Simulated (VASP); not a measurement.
The system is SiC.

```
Si C
1.0
    -1.47649    1.47754    2.04052
    -1.50267   -1.43980    1.99530
     2.86225    0.09012    3.95312
Si C
2 2
Direct
  0.25898 0.26227 0.27481
  0.70349 0.80323 0.75717
  0.56249 0.45219 0.46572
  0.97505 0.98231 0.00230
```

| Property | Result |
| --- | --- |
| Program | VASP 6.6.1 |
| Task | relaxation of cell and atoms |
| Functional | PBE |
| Potentials or basis | VASP PAW PBE potentials, release 64 (Si, C) |
| Cutoff | 600 eV |
| k mesh | 8 × 8 × 6 |
| Occupations | gaussian, width 0.2 eV |
| Spin | no spin polarisation |

At the start: pressure 11.4 GPa; volume 8.50 Å³/atom.

Where does the relaxation end?

Over 22 steps the energy falls by 181.5 meV/atom and the volume is 8.36 Å³/atom (-1.7 %); space group P1 (No. 1, to 0.1 Å) before, Fm-3m (No. 225, to 0.1 Å).

Step by step:
```tsv
step	energy change (eV)	largest force (eV/Å)	pressure (GPa)	volume (Å³)
1	0.0000	4.1805	11.41	34.02
2	-0.2937	2.0400	-13.93	37.00
3	-0.5457	0.8875	-7.76	35.60
4	-0.5467	0.8567	-7.37	35.54
5	-0.6278	0.6699	1.36	33.93
6	-0.6278	0.6653	1.11	33.97
7	-0.6618	0.3869	1.04	33.77
8	-0.6669	0.3671	1.43	33.65
9	-0.6753	0.2972	-1.42	33.98
10	-0.6753	0.2763	-1.25	33.96
11	-0.6852	0.2647	-1.01	33.84
12	-0.6972	0.4079	0.57	33.49
13	-0.7018	0.3809	0.60	33.46
14	-0.7065	0.3640	0.90	33.39
15	-0.7121	0.2853	0.21	33.46
16	-0.7206	0.1677	-1.65	33.69
17	-0.7209	0.1747	-2.02	33.74
18	-0.7253	0.0614	-0.49	33.52
19	-0.7256	0.0412	0.14	33.43
20	-0.7259	0.0297	0.05	33.44
21	-0.7259	0.0256	-0.03	33.45
22	-0.7260	0.0177	-0.04	33.45
```

Final structure:
```cif
data_structure
_symmetry_space_group_name_H-M 'P 1'
_symmetry_Int_Tables_number 1
_cell_length_a 2.8710
_cell_length_b 2.8718
_cell_length_c 4.9732
_cell_angle_alpha 73.154
_cell_angle_beta 73.175
_cell_angle_gamma 59.958
_cell_volume 33.45
loop_
_atom_site_label
_atom_site_type_symbol
_atom_site_fract_x
_atom_site_fract_y
_atom_site_fract_z
_atom_site_occupancy
Si1 Si 0.24986 0.25001 0.24994 1
Si2 Si 0.75015 0.75023 0.74995 1
C1 C 0.49934 0.49948 0.50000 1
C2 C 0.00065 0.00029 0.00011 1
```
